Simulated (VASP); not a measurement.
Write the native input for VASP 6.6.1 that does the following.

```
Task                   : single point
Functional             : r2SCAN
Potentials or basis    : VASP PAW PBE potentials, release 64 (Al, N)
Cutoff                 : 520 eV
k mesh                 : 10 × 10 × 10
Occupations            : gaussian, width 0.05 eV
Spin                   : no spin polarisation
Dipole correction      : no
Further INCAR settings : ALGO = Normal; EDIFF = 1e-06; NBANDS = 11
```

AlN:

```xyz
2
Lattice="0.0000 2.1849 2.2504 2.1849 0.0000 2.2504 2.1849 2.1849 0.0000" Properties=species:S:1:pos:R:3 pbc="T T T"
Al    0.0000    0.0000    0.0000
N     3.2774    3.2774    3.3757
```

This cell differs from its parent crystal: strain +0.000 along x and y, +0.030 along z.

The input as run:

POSCAR

```
AlN
1.0
    0.0000000000      2.1849006262      2.2504476450
    2.1849006262      0.0000000000      2.2504476450
    2.1849006262      2.1849006262      0.0000000000
Al N
1 1
Direct
    0.0000000000      0.0000000000      0.0000000000
    0.7500000000      0.7500000000      0.7500000000
```

INCAR.step1

```
PREC = Accurate ; ENCUT = 520
ISMEAR = 0 ; SIGMA = 0.05
LREAL = F ; LASPH = T
NELM = 60 ; NBANDS = 11
GGA = PE ; ALGO = Normal
EDIFF = 1E-4 ; LWAVE = T
LCHARG = F
```

INCAR.step2

```
PREC = Accurate ; ENCUT = 520
EDIFF = 1E-6 ; ISMEAR = 0
SIGMA = 0.05 ; LREAL = F
LASPH = T ; NELM = 60
ALGO = Normal ; ISIF = 2
LWAVE = F ; LCHARG = F
METAGGA = R2SCAN ; LMIXTAU = T
NBANDS = 11 ; ISTART = 1
```

KPOINTS

```
Automatic mesh
0
Gamma
  10 10 10
```

Potentials or basis: VASP PAW PBE potentials, release 64 (Al, N).

Launch:

```console
$ cat potpaw_PBE.64/Al/POTCAR potpaw_PBE.64/N/POTCAR > POTCAR
$ cp INCAR.step1 INCAR
$ mpirun -np 1 vasp_std > vasp.out
$ cp INCAR.step2 INCAR
$ mpirun -np 1 vasp_std > vasp.out
```

It gave:

- Pressure: -6.3 GPa
- Band gap on the k mesh: 3.82 eV, indirect (least direct gap 4.56 eV)

Caveat: the cell differs from its parent crystal (strain +0.000 along x and y, +0.030 along z); the PAW data sets were made with another functional, which shifts forces and pressure a little.

It took 2.1 min on 1 thread of AMD EPYC 7R43 64-Core Processor (Zen 3), on a shared host, peak memory 0.11 GiB.
